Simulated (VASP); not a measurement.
**C: single point with PBE+D3(BJ)**

The system is C, a slab with vacuum.

```xyz
2
Lattice="2.3760 0.0000 0.0000 -1.1880 2.0577 0.0000 0.0000 0.0000 26.0024" Properties=species:S:1:pos:R:3 pbc="T T T"
C     1.1880    0.6859   13.2157
C     0.0000    1.3718   12.7867
```

| Item | Value |
| --- | --- |
| Program | VASP 6.6.1 |
| Task | single point |
| Functional | PBE |
| Dispersion | D3(BJ) |
| Potentials or basis | VASP PAW PBE potentials, release 64 (C) |
| Cutoff | 520 eV |
| k mesh | 21 × 21 × 1 |
| Occupations | gaussian, width 0.1 eV |
| Spin | no spin polarisation |
| Dipole correction | yes |
| Further INCAR settings | ALGO = Normal; EDIFF = 1e-06; NBANDS = 11 |

```
Largest force              : 7.392 eV/Å
Band gap on the k mesh     : zero (filled and empty bands touch)
Dispersion energy per atom : -0.086 eV
```

Forces in eV/Å, atoms in the order of the input:
```
C    0.000  0.000 -7.392
C    0.000  0.000  7.392
```

Levels at points of the mesh, in eV from the Fermi level:
| k point | band 2 | band 3 | band 4 | band 5 | band 6 | band 7 |
| --- | --- | --- | --- | --- | --- | --- |
| (0.00, 0.00, 0.00) | -7.71 | -0.98 | -0.98 | 2.02 | 4.07 | 4.29 |

Wall time 120 s on 1 thread of Intel Xeon 8259CL, with other jobs on the host, peak memory 0.26 GiB.
